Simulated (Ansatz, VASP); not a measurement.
# Al: VASP beside Ansatz

```
CELL_PARAMETERS angstrom
0.00000 2.05907 2.05907
2.05907 0.00000 2.05907
2.05907 2.05907 0.00000
ATOMIC_POSITIONS crystal
Al 0.00000 0.00000 0.00000
```

Alike in both runs: task electric field gradients; functional r2SCAN; k mesh 15 × 15 × 15; occupations fermi-dirac, width 0.03 eV; no spin polarisation.

|  | VASP | Ansatz |
| --- | --- | --- |
| version | VASP 6.6.1 | Ansatz 0.2.0 |
| potentials or method | VASP PAW PBE potentials, release 64 (Al), cutoff 520 eV | all-electron PAW with datasets made for the crystal, scalar-relativistic |

|  | VASP | Ansatz | Ansatz less VASP |
| --- | --- | --- | --- |
| gap on the k mesh at the Fermi level (eV) | none | none | - |
| pressure (GPa) | -7.2 | -6.9 | +0.37 |

VASP's potentials were made for PBE, not for r2SCAN. A gap of «none» marks a metal or a gap that the smearing closes. Ansatz ran all-electron here, and VASP with PAW potentials.
